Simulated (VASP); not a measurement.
# MgB2 (P6/mmm) in VASP: a series of runs

MgB2 is run at these levels: LDA, PBEsol; tasks: single point.

Everything below comes from runs of VASP 6.6.1. Logs are shortened: lines on timing, memory, paths and dates and some standing lists are left out, and cuts for length are marked.

## Step 1: The cell of the first run

It takes space group P6/mmm (No. 191, hexagonal). The conventional cell has a = 3.022 Å, b = 3.022 Å, c = 3.451 Å, α = 90.00°, β = 90.00°, γ = 120.00°. Within 3.2 Å of Mg (site symmetry 6/mmm) lie 12 B at 2.45 Å and 6 Mg at 3.02 Å. Within 2.3 Å of B (site symmetry -6m2) lie 3 B at 1.74 Å.

## Step 2: Single point, LDA (volume scaled by 0.94)

Input file INCAR:

```
SYSTEM = MgB2
PREC     = Accurate       ! precision mode
ENCUT    = 520            ! plane-wave cutoff, eV
EDIFF    = 1E-6           ! SCF threshold, eV
ISMEAR   = -1             ! smearing method
SIGMA    = 0.05           ! smearing width, eV
LREAL    = .False.        ! projectors in reciprocal space
LASPH    = .True.         ! aspherical terms in the spheres
NELM     = 60             ! most SCF steps
ALGO     = Normal         ! electronic algorithm
ISIF     = 2              ! what is computed and relaxed
LWAVE    = .False.        ! write WAVECAR
LCHARG   = .False.        ! write CHGCAR
NBANDS   = 11             ! bands
```

Input file KPOINTS:

```
Automatic mesh
0
Gamma
  10 10 8
  0 0 0
```

Input file POSCAR:

```
MgB2
1.0
    3.0220231454      0.0000000000      0.0000000000
   -1.5110115727      2.6171488148      0.0000000000
    0.0000000000      0.0000000000      3.4510818610
Mg B
1 2
Direct
    0.0000000000      0.0000000000      0.0000000000
    0.6666666667      0.3333333333      0.5000000000
    0.3333333333      0.6666666667      0.5000000000
```

Potentials or basis: VASP PAW LDA potentials, release 64 (Mg, B).

Command:

```
$ cat potpaw_LDA.64/Mg/POTCAR potpaw_LDA.64/B/POTCAR > POTCAR
$ mpirun -np 1 vasp_std > vasp.out
```

OUTCAR:

```text
SYSTEM = MgB2
   PREC = Accurate
   ENCUT = 520
   EDIFF = 1E-6
   ISMEAR = -1
   LREAL = .False.
   LASPH = .True.
   NELM = 60
   ISIF = 2

 ion  position               nearest neighbor table
   1  0.000  0.000  0.000-   2 2.45   3 2.45   2 2.45   3 2.45   2 2.45   2 2.45   3 2.45   3 2.45
                             2 2.45   2 2.45   3 2.45   3 2.45
   2  0.667  0.333  0.500-   3 1.74   3 1.74   3 1.74   1 2.45   1 2.45   1 2.45   1 2.45   1 2.45
                             1 2.45
   3  0.333  0.667  0.500-   2 1.74   2 1.74   2 1.74   1 2.45   1 2.45   1 2.45   1 2.45   1 2.45
                             1 2.45

  LATTYP: Found a hexagonal cell.
 ALAT       =     3.0220231454
 C/A-ratio  =     1.1419773096

  Lattice vectors:

 A1 = (   3.0220231454,   0.0000000000,   0.0000000000)
 A2 = (  -1.5110115727,   2.6171488148,   0.0000000000)
 A3 = (   0.0000000000,   0.0000000000,   3.4510818610)

Analysis of symmetry for initial positions (statically):
=====================================================================
 Subroutine PRICEL returns:
 Original cell was already a primitive cell.

 Routine SETGRP: Setting up the symmetry group for a
 hexagonal supercell.

 Subroutine GETGRP returns: Found 24 space group operations
 (whereof 24 operations were pure point group operations)
 out of a pool of 24 trial point group operations.

The static configuration has the point symmetry D_6h.

Analysis of symmetry for dynamics (positions and initial velocities):
=====================================================================
 Subroutine PRICEL returns:
 Original cell was already a primitive cell.

 Routine SETGRP: Setting up the symmetry group for a
 hexagonal supercell.

 Subroutine GETGRP returns: Found 24 space group operations
 (whereof 24 operations were pure point group operations)
 out of a pool of 24 trial point group operations.

The dynamic configuration has the point symmetry D_6h.

 Subroutine INISYM returns: Found 24 space group operations
 (whereof 24 operations are pure point group operations),
 and found     1 'primitive' translations

----------------------------------------------------------------------------------------

                                     Primitive cell

  volume of cell :      27.2949

  direct lattice vectors                    reciprocal lattice vectors
     3.022023145  0.000000000  0.000000000     0.330904150  0.191047600  0.000000000
    -1.511011573  2.617148815  0.000000000     0.000000000  0.382095200  0.000000000
     0.000000000  0.000000000  3.451081861     0.000000000  0.000000000  0.289764207

  length of vectors
     3.022023145  3.022023145  3.451081861     0.382095200  0.382095200  0.289764207

  position of ions in fractional coordinates (direct lattice)
     0.000000000  0.000000000  0.000000000
     0.666666667  0.333333333  0.500000000
     0.333333333  0.666666667  0.500000000

  ion indices of the primitive-cell ions
   primitive index   ion index
                 1           1
                 2           2
                 3           3

----------------------------------------------------------------------------------------

 KPOINTS: Automatic mesh

Automatic generation of k-mesh.
 Grid dimensions read from file:
 generate k-points for:   10   10    8

 Generating k-lattice:

  Cartesian coordinates                     Fractional coordinates (reciprocal lattice)
     0.033090415  0.019104760  0.000000000     0.100000000  0.000000000  0.000000000
     0.000000000  0.038209520  0.000000000     0.000000000  0.100000000  0.000000000
     0.000000000  0.000000000  0.036220526     0.000000000  0.000000000  0.125000000

  Length of vectors
     0.038209520  0.038209520  0.036220526

  Shift w.r.t. Gamma in fractional coordinates (k-lattice)
     0.000000000  0.000000000  0.000000000

 Subroutine IBZKPT returns following result:
 ===========================================

 Found     70 irreducible k-points:

 Following reciprocal coordinates:
            Coordinates               Weight
  0.000000  0.000000  0.000000      1.000000
  0.100000 -0.000000  0.000000      6.000000
  0.200000 -0.000000  0.000000      6.000000
  0.300000 -0.000000  0.000000      6.000000
  0.400000 -0.000000  0.000000      6.000000
  0.500000  0.000000  0.000000      3.000000
[... 16 lines left out ...]
  0.300000  0.100000  0.125000     24.000000
  0.400000  0.100000  0.125000     24.000000
 [... further k-points ...]
   k-points           NKPTS =     70   k-points in BZ     NKDIM =     70   number of bands    NBANDS=     11
   number of dos      NEDOS =    301   number of ions     NIONS =      3
   total plane-waves  NPLWV =  16128
   dimension x,y,z NGX =    24 NGY =   24 NGZ =   28
   dimension x,y,z NGXF=    48 NGYF=   48 NGZF=   56
   ions per type =               1   2
   NGX,Y,Z   is equivalent  to a cutoff of  13.20, 13.20, 13.49 a.u.
   NGXF,Y,Z  is equivalent  to a cutoff of  26.41, 26.41, 26.98 a.u.
 SYSTEM =  MgB2
   PREC   = accura    normal or accurate (medium, high low for compatibility)
   ISTART =      0    job   : 0-new  1-cont  2-samecut
   ICHARG =      2    charge: 1-file 2-atom 10-const
   ISPIN  =      1    spin polarized calculation?
   LNONCOLLINEAR =      F non collinear calculations
   LSORBIT =      F    spin-orbit coupling
   LASPH  =      T    aspherical Exc in radial PAW
   ENCUT  =  520.0 eV  38.22 Ry    6.18 a.u.   5.62  5.62  6.42*2*pi/ulx,y,z
   NELM   =     60;   NELMIN=  2; NELMDL= -5     # of ELM steps
   EDIFF  = 0.1E-05   stopping-criterion for ELM
   LREAL  =      F    real-space projection
   EDIFFG = 0.1E-04   stopping-criterion for IOM
   NSW    =      0    number of steps for IOM
   IBRION =     -1    ionic relax: 0-MD 1-quasi-New 2-CG
   NFREE  =      0    steps in history (QN), initial steepest desc. (CG)
   ISIF   =      2    stress and relaxation
   ISYM   =      2    0-nonsym 1-usesym 2-fastsym
   POTIM  = 0.5000    time-step for ionic-motion
   TEBEG  =    0.0;   TEEND  =   0.0 temperature during run
   PSTRESS=    0.0 pullay stress
   NELECT =       8.0000    total number of electrons
   NUPDOWN=      -1.0000    fix difference up-down
   EMIN   =  10.00;   EMAX   =-10.00  energy-range for DOS
   EFERMI =   0.00;   METHOD = LEGACY
   ISMEAR =    -1;   SIGMA  =   0.05  broadening in eV -4-tet -1-fermi 0-gaus
   EFERMI_NEDOS =   21; number of points for ismear=-14 and -15
   IALGO  =     38    algorithm
   IMIX   =      4    mixing-type and parameters
     AMIX     =   0.40;   BMIX     =  1.00
     AMIX_MAG =   1.60;   BMIX_MAG =  1.00
  volume/ion in A,a.u.               =       9.10        61.40
  Fermi-wavevector in a.u.,A,eV,Ry     =   1.087454  2.054991 16.089662  1.182557
  Thomas-Fermi vector in A             =   2.223614
   LORBIT       =      0    0 simple, 1 ext, 2 COOP (PROOUT), +10 PAW based schemes
   GGA     = CA    functional components
   LHFCALC =     F    Hartree Fock is set to
   AEXX    =    0.0000 exact exchange contribution
   IVDW    =     0    specifies the selected vdW correction
   LEPSILON=     F    determine dielectric tensor
   LRPA    =     F    only Hartree local field effects (RPA)
 non-spin polarized calculation
  energy-cutoff  :      520.00
  volume of cell :       27.29
 maximum number of plane-waves:       753
 NGX is ok and might be reduce to    24
   NGX = 11   NGY = 11   NGZ = 13

 number of electron       8.0000000 magnetization

 Free energy of the ion-electron system (eV)
  ---------------------------------------------------
  ext. energy  EPLUGINS =         0.00000000
  ---------------------------------------------------
  free energy    TOTEN  =       -17.28577607 eV

  energy without entropy =      -17.27902840  energy(sigma->0) =      -17.28240224

 E-fermi :   5.7184     XC(G=0): -11.3408

 val. band max:        5.7171188428   @ k =   0.1000  -0.0000   0.1250
 cond. band min:       5.7979614508   @ k =   0.4000   0.1000   0.0000
 fundamental gap:      0.0808426079
 Fermi energy:         5.7183558320

 k-point     1 :       0.0000    0.0000    0.0000
  band No.  band energies     occupation
      1      -6.9865      2.00000
      2       2.6170      2.00000
      3       6.0768      0.00154
      4       6.0768      0.00154
      5       7.4650      0.00000
      6      12.2181      0.00000
      7      12.2181      0.00000
      8      14.5696      0.00000
      9      16.0365      0.00000
     10      18.8902      0.00000
     11      22.2266      0.00000

 k-point     2 :       0.1000   -0.0000    0.0000
  band No.  band energies     occupation
      1      -6.8071      2.00000
      2       2.7917      2.00000
      3       5.2212      1.99990
      4       5.6650      1.48773
      5       7.6170      0.00000
      6      12.1353      0.00000
      7      12.9947      0.00000
      8      14.8599      0.00000
      9      15.3992      0.00000
     10      19.7347      0.00000
     11      21.5716      0.00000

 k-point     3 :       0.2000   -0.0000    0.0000
  band No.  band energies     occupation
      1      -6.2720      2.00000
      2       3.3098      2.00000
      3       3.3367      2.00000
      4       4.8460      2.00000
      5       8.0868      0.00000
      6      11.6918      0.00000
      7      13.7710      0.00000
      8      14.8837      0.00000
      9      15.3630      0.00000
     10      20.7175      0.00000
     11      20.7335      0.00000
[... 267 lines left out ...]
 k-point    23 :       0.3000    0.1000    0.1250
  band No.  band energies     occupation
      1      -4.5703      2.00000
      2       0.3722      2.00000
      3       3.1181      2.00000
      4       3.8940      2.00000
      5       9.4897      0.00000
      6      10.7380      0.00000
      7      12.1633      0.00000
      8      15.1508      0.00000
      9      16.5989      0.00000
     10      18.2028      0.00000
     11      20.3939      0.00000

 k-point    24 :       0.4000    0.1000    0.1250
  band No.  band energies     occupation
      1      -3.2373      2.00000
      2      -1.4889      2.00000
      3       2.7802      2.00000
      4       4.9675      2.00000
      5       7.9468      0.00000
      6      11.1461      0.00000
      7      12.3409      0.00000
      8      14.3261      0.00000
      9      16.2080      0.00000
     10      19.5987      0.00000
     11      20.6471      0.00000

 [... further k-points ...]
[... 5 lines left out ...]
  --------------------------------------------------------------------------------------
  -------------------------------------------------------------------------------------
  Total        0.4205264      0.4205264     -0.1271583      0.0000000      0.0000000      0.0000000
  in kB       24.6843866     24.6843866     -7.4640389      0.0000000      0.0000000      0.0000000
  external PRESSURE =      13.9682447 kB  Pullay stress =       0.0000000 kB

 VOLUME and BASIS-vectors are now :
 -----------------------------------------------------------------------------
  energy-cutoff  :      520.00
  volume of cell :       27.29
      direct lattice vectors                 reciprocal lattice vectors
     3.022023145  0.000000000  0.000000000     0.330904150  0.191047600  0.000000000
    -1.511011573  2.617148815  0.000000000     0.000000000  0.382095200  0.000000000
     0.000000000  0.000000000  3.451081861     0.000000000  0.000000000  0.289764207

 POSITION                                       TOTAL-FORCE (eV/Angst)
 -----------------------------------------------------------------------------------
      0.00000      0.00000      0.00000        -0.000000      0.000000      0.000000
      1.51101      0.87238      1.72554        -0.000000      0.000000      0.000000
     -0.00000      1.74477      1.72554         0.000000     -0.000000      0.000000
 -----------------------------------------------------------------------------------
    total drift:                                0.000000     -0.000000      0.000000

  FREE ENERGIE OF THE ION-ELECTRON SYSTEM (eV)
  ---------------------------------------------------
  free  energy   TOTEN  =       -17.2857760709 eV

  energy  without entropy=      -17.2790284005  energy(sigma->0) =      -17.28240224
```

Wall time 23 s (1 thread of AMD EPYC 7R43 (Zen 3), shared host); peak memory 0.11 GiB.

Results:

- Free energy: -17.2858 eV
- Pressure: 1.4 GPa
- Band gap on the k mesh: zero (band 4 reaches 6.81 eV, above the bottom of band 5 at 4.26 eV)

Stress tensor (GPa, compression positive):
```
 2.47  0.00  0.00
 0.00  2.47  0.00
 0.00  0.00 -0.75
```

Levels at points of the mesh, in eV from the Fermi level:
| k point | band 1 | band 2 | band 3 | band 4 | band 5 | band 6 | band 7 | band 8 | band 9 |
| --- | --- | --- | --- | --- | --- | --- | --- | --- | --- |
| (0.00, 0.00, 0.00) | -12.70 | -3.10 | 0.36 | 0.36 | 1.75 | 6.50 | 6.50 | 8.85 | 10.32 |
| (0.50, 0.00, 0.00) | -8.63 | -8.07 | -2.28 | 0.14 | 3.15 | 4.01 | 5.56 | 7.54 | 12.98 |
| (0.00, 0.00, 0.50) | -11.31 | -7.78 | 0.76 | 0.76 | 6.81 | 6.81 | 8.22 | 10.30 | 10.90 |
| (0.50, 0.00, 0.50) | -7.57 | -7.10 | -3.77 | -1.99 | -1.41 | 6.16 | 9.10 | 9.17 | 13.50 |

## Step 3: Single point, PBEsol (volume scaled by 0.94)

Input file INCAR:

```
SYSTEM = MgB2
ALGO = Normal
EDIFF = 1E-7
ENCUT = 520
GGA = PS
ISIF = 2
ISMEAR = -1
LASPH = .TRUE.
LCHARG = .FALSE.
LREAL = .FALSE.
LWAVE = .FALSE.
NBANDS = 11
NELM = 100
PREC = Accurate
SIGMA = 0.05
```

Input file KPOINTS:

```
k-points
0
G
  10 10 8
  0 0 0
```

POSCAR is that of step 2.

Potentials or basis: VASP PAW PBE potentials, release 64 (Mg, B).

Command:

```
$ cat potpaw_PBE.64/Mg/POTCAR potpaw_PBE.64/B/POTCAR > POTCAR
$ mpirun -np 1 vasp_std > vasp.out
```

It took 25 s on 1 thread of AMD EPYC 7R43 (Zen 3), shared host; peak memory 0.12 GiB.

The run converged. Its results:

| Property | Result |
| --- | --- |
| Free energy | -16.1979 eV |
| Pressure | 7.1 GPa |
| Band gap on the k mesh | zero (band 4 reaches 6.80 eV, above the bottom of band 5 at 4.22 eV) |

Stress tensor (GPa, compression positive):
```
8.48 0.00 0.00
0.00 8.48 0.00
0.00 0.00 4.21
```

Levels at points of the mesh, in eV from the Fermi level:
| k point | band 2 | band 3 | band 4 | band 5 | band 6 | band 7 |
| --- | --- | --- | --- | --- | --- | --- |
| (0.00, 0.00, 0.00) | -3.12 | 0.38 | 0.38 | 1.71 | 6.51 | 6.51 |
| (0.50, 0.00, 0.00) | -8.14 | -2.29 | 0.14 | 3.16 | 3.93 | 5.54 |
| (0.00, 0.00, 0.50) | -7.81 | 0.79 | 0.79 | 6.80 | 6.80 | 8.27 |
| (0.50, 0.00, 0.50) | -7.18 | -3.80 | -1.99 | -1.42 | 6.06 | 9.21 |

Caveat: the PAW data sets were made with another functional, which shifts forces and pressure a little.
